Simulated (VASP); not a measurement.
Write the native input for VASP 6.6.1 that does the following.

```yaml
Task: single point
Functional: PBEsol
Potentials_or_basis: VASP PAW PBE potentials, release 64 (Al, P)
Cutoff: 500 eV
k_mesh: 5 × 5 × 5
Occupations: gaussian, width 0.01 eV
Spin: no spin polarisation
Dipole_correction: no
Further_INCAR_settings: ALGO = Normal; EDIFF = 1e-06; NBANDS = 11
```

The structure of AlP lies in POSCAR:

```
AlP
1.0
    0.0000000000      2.7364600415      2.7364600415
    2.7364600415      0.0000000000      2.7364600415
    2.7364600415      2.7364600415      0.0000000000
Al P
1 1
Direct
    0.0000000000      0.0000000000      0.0000000000
    0.2500000000      0.2500000000      0.2500000000
```

These files were run (other wordings do the same):

INCAR

```
SYSTEM = AlP
  ALGO = Normal
  EDIFF = 1E-6
  ENCUT = 500
  GGA = PS
  GGA_COMPAT = .False.
  ISIF = 2
  ISMEAR = 0
  LASPH = .True.
  LCHARG = .True.
  LELF = .True.
  LREAL = .False.
  LVHAR = .True.
  LWAVE = .False.
  NBANDS = 11
  NELM = 120
  PREC = Accurate
  SIGMA = 0.01
```

KPOINTS

```
k-points
0
Gamma
  5 5 5
  0 0 0
```

Potentials or basis: VASP PAW PBE potentials, release 64 (Al, P).

Command:

```console
$ cat potpaw_PBE.64/Al/POTCAR potpaw_PBE.64/P/POTCAR > POTCAR
$ mpirun -np 1 vasp_std > vasp.out
```

It gave:

```json
{"Pressure": "0.0 GPa", "Band gap on the k mesh": "1.69 eV, indirect (least direct gap 3.14 eV)"}
```

Caveat: the PAW data sets were made with another functional, which shifts forces and pressure a little.

Run time: 5.5 s on 1 thread of AMD EPYC 7R13 Processor (Zen 3), on a shared host, peak memory 0.11 GiB.
